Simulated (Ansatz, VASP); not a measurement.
## AlGa3N4 in VASP and in Ansatz

POSCAR

```
AlGa3N4
1.0
    0.0000000000     -4.4653444451      0.0000000000
    0.0000000000      0.0000000000     -4.4653444451
    8.7806888901      0.0000000000      0.0000000000
Al Ga N
2 6 8
Direct
    0.0000000000      0.0000000000      0.8277529524
    0.0000000000      0.0000000000      0.3192114814
    0.5000000000      0.0000000000      0.0649407459
    0.5000000000      0.0000000000      0.5734822169
    0.0000000000      0.5000000000      0.0649407459
    0.0000000000      0.5000000000      0.5734822169
    0.5000000000      0.5000000000      0.8277529524
    0.5000000000      0.5000000000      0.3192114814
    0.2446489449      0.7553510551      0.1947973470
    0.2446489449      0.7553510551      0.7033388181
    0.7553510551      0.2446489449      0.1947973470
    0.7553510551      0.2446489449      0.7033388181
    0.2446489449      0.2446489449      0.9521670868
    0.2446489449      0.2446489449      0.4436256158
    0.7553510551      0.7553510551      0.9521670868
    0.7553510551      0.7553510551      0.4436256158
```

The input INCAR.step1:

```
SYSTEM = AlGa3N4
PREC = Accurate
ENCUT = 520
ISMEAR = 0
SIGMA = 0.05
LREAL = Auto
LASPH = .TRUE.
NELM = 100
NBANDS = 76
GGA = PE
ALGO = Normal
EDIFF = 1E-4
LWAVE = .TRUE.
LCHARG = .FALSE.
```

File INCAR.step2:

```
SYSTEM = AlGa3N4
PREC = Accurate
ENCUT = 520
EDIFF = 1E-6
ISMEAR = 0
SIGMA = 0.05
LREAL = Auto
LASPH = .TRUE.
NELM = 100
ALGO = Normal
ISIF = 2
LWAVE = .FALSE.
LCHARG = .FALSE.
METAGGA = R2SCAN
LMIXTAU = .TRUE.
NBANDS = 76
ISTART = 1
```

The input KPOINTS:

```
Automatic mesh
0
G
  5 5 3
  0 0 0
```

Input for Ansatz:

```yaml
crystal:
  lattice:
    - [0.0, -4.4653444451, 0.0]
    - [0.0, 0.0, -4.4653444451]
    - [8.7806888901, 0.0, 0.0]
  atoms:
    - { symbol: Al, position: [0.0, 0.0, 0.8277529524] }
    - { symbol: Al, position: [0.0, 0.0, 0.3192114814] }
    - { symbol: Ga, position: [0.5, 0.0, 0.0649407459] }
    - { symbol: Ga, position: [0.5, 0.0, 0.5734822169] }
    - { symbol: Ga, position: [0.0, 0.5, 0.0649407459] }
    - { symbol: Ga, position: [0.0, 0.5, 0.5734822169] }
    - { symbol: Ga, position: [0.5, 0.5, 0.8277529524] }
    - { symbol: Ga, position: [0.5, 0.5, 0.3192114814] }
    - { symbol: "N", position: [0.2446489449, 0.7553510551, 0.194797347] }
    - { symbol: "N", position: [0.2446489449, 0.7553510551, 0.7033388181] }
    - { symbol: "N", position: [0.7553510551, 0.2446489449, 0.194797347] }
    - { symbol: "N", position: [0.7553510551, 0.2446489449, 0.7033388181] }
    - { symbol: "N", position: [0.2446489449, 0.2446489449, 0.9521670868] }
    - { symbol: "N", position: [0.2446489449, 0.2446489449, 0.4436256158] }
    - { symbol: "N", position: [0.7553510551, 0.7553510551, 0.9521670868] }
    - { symbol: "N", position: [0.7553510551, 0.7553510551, 0.4436256158] }
basis:
  ecutwfc: 500
kpoints:
  mp_grid: { grid: [5, 5, 3] }
hamiltonian:
  xc: r2scan
scf:
  occupations: { method: gaussian, width: 0.05 }
output:
  forces: true
  stress: true
  eigenvalues: true
```

Alike in both runs: task single point; functional r2SCAN; k mesh 5 × 5 × 3; occupations gaussian, width 0.05 eV; no spin polarisation.

```csv
,VASP,Ansatz
version,VASP 6.6.1,Ansatz 0.2.0
potentials or method,"VASP PAW PBE potentials, release 64 (Al, Ga_d, N), cutoff 520 eV","scalar-relativistic, plane waves, PAW"
valence electrons in the cell,124,124
```

|  | VASP | Ansatz | Ansatz less VASP |
| --- | --- | --- | --- |
| gap on the k mesh at the Fermi level (eV) | 2.82 | 2.82 | +0.001 |
| least direct gap on the mesh (eV) | 2.82 | 2.82 | +0.001 |
| pressure (GPa) | 4.6 | 3.9 | -0.72 |
| traceless stress, the component that is largest in VASP (GPa) | -1.81 | -1.75 | +0.057 |
| rms of the force components (eV/Å) | 0.583 | 0.567 | -0.0160 |

VASP's potentials were made for PBE, not for r2SCAN. Atom by atom the forces differ by 0.035 eV/Å (rms over components). With one functional, cell and mesh, what is left measures potentials, basis and numerics.
